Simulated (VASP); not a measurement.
RbCl2, 3 atoms in the cell. Symmetry: P4/mmm, No. 123, tetragonal system. Conventional cell: a = 4.447 Å, b = 4.447 Å, c = 5.349 Å, α = 90.00°, β = 90.00°, γ = 90.00°. Rb (site symmetry 4/mmm) has 8 Cl at 3.42 Å and 4 Rb at 4.45 Å within 4.5 Å. Within 3.5 Å of Cl (site symmetry 4mm) lie 2 Cl at 2.65 to 2.70 Å and 4 Rb at 3.42 Å. The cell was generated, and may not be a known phase.

```yaml
Program: VASP 6.6.1
Task: single point
Functional: PBE
Potentials_or_basis: VASP PAW PBE potentials, release 64 (Rb_sv, Cl)
Cutoff: 520 eV
k_mesh: 10 × 10 × 10
Occupations: gaussian, width 0.1 eV
Spin: no spin polarisation
Dipole_correction: no
Further_INCAR_settings: ALGO = Normal; EDIFF = 1e-06; NBANDS = 18
```

Potentials or basis: VASP PAW PBE potentials, release 64 (Rb_sv, Cl).

The run is started by

```sh
$ cat potpaw_PBE.64/Rb_sv/POTCAR potpaw_PBE.64/Cl/POTCAR > POTCAR
$ mpirun -np 1 vasp_std > vasp.out
```

Hardware: 1 thread of Intel Xeon 8259CL, with other jobs on the host.

How long does it take, and how much memory?

It took 3.6 min on 1 thread of Intel Xeon 8259CL, with other jobs on the host, peak memory 0.36 GiB. Counts: scf iterations 13, k points 126.
